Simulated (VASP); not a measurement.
# Pb (Fd-3m) in VASP: relaxation of cell and atoms with r2SCAN

Aim: the relaxation of cell and atoms of Pb with r2SCAN.

Program: VASP 6.6.1. These are calculated values, not measurements. Logs are shortened: lines on timing, memory, paths and dates and some standing lists are left out, and cuts for length are marked.

## (1) The cell of the first run

The structure is cubic, space group Fd-3m (No. 227). Conventional cell: a = 6.893 Å, b = 6.893 Å, c = 6.893 Å, α = 90.00°, β = 90.00°, γ = 90.00°. Pb (site symmetry -43m) has 4 Pb at 2.98 Å within 3.9 Å.

This isn't the form of Pb at room conditions, which is fcc.

## (2) Relaxation of cell and atoms, r2SCAN

Contents of POSCAR:

```
Pb
1.0
    0.0000000000      3.4467278281      3.4467278281
    3.4467278281      0.0000000000      3.4467278281
    3.4467278281      3.4467278281      0.0000000000
Pb
2
Direct
    0.1250000000      0.1250000000      0.1250000000
    0.8750000000      0.8750000000      0.8750000000
```

Contents of INCAR.step1:

```
ALGO     = Normal         # electronic algorithm
EDIFF    = 1E-4           # SCF threshold, eV
ENCUT    = 600            # plane-wave cutoff, eV
GGA      = PE             # functional
ISMEAR   = -1             # smearing method
LASPH    = T              # aspherical terms in the spheres
LCHARG   = F              # write CHGCAR
LREAL    = F              # projectors in reciprocal space
LWAVE    = T              # write WAVECAR
NELM     = 100            # most SCF steps
PREC     = Accurate       # precision mode
SIGMA    = 0.1            # smearing width, eV
```

Contents of INCAR.step2:

```
ALGO     = Normal         # electronic algorithm
EDIFF    = 1E-6           # SCF threshold, eV
EDIFFG   = -0.01          # ionic threshold
ENCUT    = 600            # plane-wave cutoff, eV
IBRION   = 2              # ionic algorithm
ISIF     = 3              # what is computed and relaxed
ISMEAR   = -1             # smearing method
ISTART   = 1            
LASPH    = T              # aspherical terms in the spheres
LCHARG   = F              # write CHGCAR
LMIXTAU  = T            
LREAL    = F              # projectors in reciprocal space
LWAVE    = F              # write WAVECAR
METAGGA  = R2SCAN         # meta-GGA
NELM     = 100            # most SCF steps
NSW      = 80             # ionic steps
PREC     = Accurate       # precision mode
SIGMA    = 0.1            # smearing width, eV
```

Contents of KPOINTS:

```
k-points
0
Gamma
  8 8 8
```

Potentials or basis: VASP PAW PBE potentials, release 64 (Pb_d).

Started as:

```console
cat potpaw_PBE.64/Pb_d/POTCAR > POTCAR
cp INCAR.step1 INCAR
mpirun -np 1 vasp_std > vasp.out
cp INCAR.step2 INCAR
mpirun -np 1 vasp_std > vasp.out
```

OUTCAR:

```text
EDIFF = 1E-6
   EDIFFG = -0.01
   ENCUT = 600
   IBRION = 2
   ISIF = 3
   ISMEAR = -1
   ISTART = 1
   LASPH = T
   LREAL = F
   METAGGA = R2SCAN
   NELM = 100
   NSW = 80
   PREC = Accurate

 ion  position               nearest neighbor table
   1  0.125  0.125  0.125-   2 2.98   2 2.98   2 2.98   2 2.98
   2  0.875  0.875  0.875-   1 2.98   1 2.98   1 2.98   1 2.98

  LATTYP: Found a face centered cubic cell.
 ALAT       =     6.8934556562

  Lattice vectors:

 A1 = (   0.0000000000,   3.4467278281,   3.4467278281)
 A2 = (   3.4467278281,   0.0000000000,   3.4467278281)
 A3 = (   3.4467278281,   3.4467278281,   0.0000000000)

Analysis of symmetry for initial positions (statically):
=====================================================================
 Subroutine PRICEL returns:
 Original cell was already a primitive cell.

 Routine SETGRP: Setting up the symmetry group for a
 face centered cubic supercell.

 Subroutine GETGRP returns: Found 48 space group operations
 (whereof 12 operations were pure point group operations)
 out of a pool of 48 trial point group operations.

The static configuration has the point symmetry D_3d.
 The point group associated with its full space group is O_h .

Analysis of symmetry for dynamics (positions and initial velocities):
=====================================================================
 Subroutine PRICEL returns:
 Original cell was already a primitive cell.

 Routine SETGRP: Setting up the symmetry group for a
 face centered cubic supercell.

 Subroutine GETGRP returns: Found 48 space group operations
 (whereof 12 operations were pure point group operations)
 out of a pool of 48 trial point group operations.

The dynamic configuration has the point symmetry D_3d.
 The point group associated with its full space group is O_h .

 Subroutine INISYM returns: Found 48 space group operations
 (whereof 12 operations are pure point group operations),
 and found     1 'primitive' translations

----------------------------------------------------------------------------------------

                                     Primitive cell

  volume of cell :      81.8938

  direct lattice vectors                    reciprocal lattice vectors
     0.000000000  3.446727828  3.446727828    -0.145065124  0.145065124  0.145065124
     3.446727828  0.000000000  3.446727828     0.145065124 -0.145065124  0.145065124
     3.446727828  3.446727828  0.000000000     0.145065124  0.145065124 -0.145065124
[... 93 lines left out ...]
   TEBEG  =    0.0;   TEEND  =   0.0 temperature during run
   PSTRESS=    0.0 pullay stress
   NELECT =      28.0000    total number of electrons
   NUPDOWN=      -1.0000    fix difference up-down
   EMIN   =  10.00;   EMAX   =-10.00  energy-range for DOS
   EFERMI =   0.00;   METHOD = LEGACY
   ISMEAR =    -1;   SIGMA  =   0.10  broadening in eV -4-tet -1-fermi 0-gaus
   EFERMI_NEDOS =   21; number of points for ismear=-14 and -15
   IALGO  =     38    algorithm
   IMIX   =      4    mixing-type and parameters
     AMIX     =   0.40;   BMIX     =  1.00
     AMIX_MAG =   1.60;   BMIX_MAG =  1.00
  volume/ion in A,a.u.               =      40.95       276.32
  Fermi-wavevector in a.u.,A,eV,Ry     =   1.144750  2.163263 17.829779  1.310452
  Thomas-Fermi vector in A             =   2.281441
   LORBIT       =      0    0 simple, 1 ext, 2 COOP (PROOUT), +10 PAW based schemes
   METAGGA = R2SCAN    functional components
   LHFCALC =     F    Hartree Fock is set to
   AEXX    =    0.0000 exact exchange contribution
   IVDW    =     0    specifies the selected vdW correction
   LEPSILON=     F    determine dielectric tensor
   LRPA    =     F    only Hartree local field effects (RPA)
 conjugate gradient relaxation of ions
 non-spin polarized calculation
  energy-cutoff  :      600.00
  volume of cell :       81.89
 maximum number of plane-waves:      2764
   NGX = 19   NGY = 19   NGZ = 19

--------------------------------------- Ionic step        1  -------------------------------------------

 number of electron      28.0000004 magnetization

 Free energy of the ion-electron system (eV)
  ---------------------------------------------------
  ext. energy  EPLUGINS =         0.00000000
  ---------------------------------------------------
  free energy    TOTEN  =      -112.20880027 eV

  energy without entropy =     -112.19553990  energy(sigma->0) =     -112.20217008

------------------------ aborting loop because EDIFF is reached ----------------------------------------

  FORCE on cell =-STRESS in cart. coord.  units (eV):
  Direction    XX          YY          ZZ          XY          YZ          ZX
  --------------------------------------------------------------------------------------
  -------------------------------------------------------------------------------------
  Total        0.4288075      0.4288075      0.4288075      0.0000000     -0.0000000      0.0000000
  in kB        8.3892281      8.3892281      8.3892281      0.0000000     -0.0000000      0.0000000
  external PRESSURE =       8.3892281 kB  Pullay stress =       0.0000000 kB
[... 59 lines left out ...]
--------------------------------------- Ionic step        3  -------------------------------------------

 number of electron      28.0000000 magnetization

 Free energy of the ion-electron system (eV)
  ---------------------------------------------------
  ext. energy  EPLUGINS =         0.00000000
  ---------------------------------------------------
  free energy    TOTEN  =      -112.21438061 eV

  energy without entropy =     -112.20020487  energy(sigma->0) =     -112.20729274

 E-fermi :   3.9057     XC(G=0):  -8.9057

 val. band max:        3.6327256556   @ k =   0.1250   0.1250   0.0000
 cond. band min:       3.9413786175   @ k =  -0.1250   0.1250   0.0000
 fundamental gap:      0.3086529619
 Fermi energy:         3.9056721098

 k-point     1 :       0.0000    0.0000    0.0000
  band No.  band energies     occupation
      1     -13.8198      2.00000
      2     -13.8198      2.00000
      3     -13.8198      2.00000
      4     -13.7430      2.00000
      5     -13.7430      2.00000
      6     -13.3227      2.00000
[... 481 lines left out ...]
      5     -13.5964      2.00000
      6     -13.4968      2.00000
[... 10 lines left out ...]
     17       8.7449      0.00000
     18       9.2020      0.00000

 [... further k-points ...]

------------------------ aborting loop because EDIFF is reached ----------------------------------------

  FORCE on cell =-STRESS in cart. coord.  units (eV):
  Direction    XX          YY          ZZ          XY          YZ          ZX
  --------------------------------------------------------------------------------------
  -------------------------------------------------------------------------------------
  Total        0.0053692      0.0053692      0.0053692      0.0000000      0.0000000      0.0000000
  in kB        0.1023159      0.1023159      0.1023159      0.0000000      0.0000000      0.0000000
  external PRESSURE =       0.1023159 kB  Pullay stress =       0.0000000 kB
[... 17 lines left out ...]
  FREE ENERGIE OF THE ION-ELECTRON SYSTEM (eV)
  ---------------------------------------------------
  free  energy   TOTEN  =      -112.2143806133 eV

  energy  without entropy=     -112.2002048678  energy(sigma->0) =     -112.20729274

 reached required accuracy - stopping structural energy minimisation
```

It took 12 min on 1 thread of Intel Xeon 8259CL, shared host; peak memory 0.29 GiB.

What came out:

* Free energy: -112.2144 eV
* Relaxed volume: 42.04 Å³/atom
* Relaxed cell: a = 4.917 Å, b = 4.917 Å, c = 4.917 Å, α = 60.00°, β = 60.00°, γ = 60.00°
* Space group after relaxing (to 0.1 Å): Fd-3m (No. 227)
* Energy gained by relaxing: 2.8 meV/atom
* Ionic steps: 3
* Pressure after relaxing: 0.0 GPa
* Band gap on the k mesh: zero (bands 14 and 15 overlap by 1.15 eV)

Step by step:
```tsv
step	energy change (eV)	largest force (eV/Å)	pressure (GPa)	volume (Å³)
1	0.0000	0.0000	0.84	81.89
2	-0.0054	0.0000	-0.13	84.46
3	-0.0056	0.0000	0.01	84.08
```

Final structure:
```cif
data_structure
_symmetry_space_group_name_H-M 'P 1'
_symmetry_Int_Tables_number 1
_cell_length_a 4.9173
_cell_length_b 4.9173
_cell_length_c 4.9173
_cell_angle_alpha 60.000
_cell_angle_beta 60.000
_cell_angle_gamma 60.000
_cell_volume 84.08
loop_
_atom_site_label
_atom_site_type_symbol
_atom_site_fract_x
_atom_site_fract_y
_atom_site_fract_z
_atom_site_occupancy
Pb1 Pb 0.12500 0.12500 0.12500 1
Pb2 Pb 0.87500 0.87500 0.87500 1
```

Levels at points of the mesh, in eV from the Fermi level:
| k point | band 10 | band 11 | band 12 | band 13 | band 14 | band 15 | band 16 | band 17 | band 18 |
| --- | --- | --- | --- | --- | --- | --- | --- | --- | --- |
| (0.00, 0.00, 0.00) | -17.20 | -11.43 | -4.06 | 0.37 | 0.37 | 0.37 | 2.53 | 2.53 | 2.53 |
| (0.50, 0.00, 0.00) | -17.15 | -10.07 | -7.30 | -0.90 | -0.78 | -0.78 | 3.70 | 3.70 | 5.76 |
| (0.50, 0.50, 0.00) | -17.12 | -8.74 | -8.74 | -2.00 | -2.00 | 1.01 | 1.01 | 7.37 | 7.37 |

Caveat: the PAW data sets were made with another functional, which shifts forces and pressure a little; spin-orbit coupling is left out, which moves the levels of the heavy elements.

The gap in the log of VASP goes by the Fermi energy; the results here count the filled bands.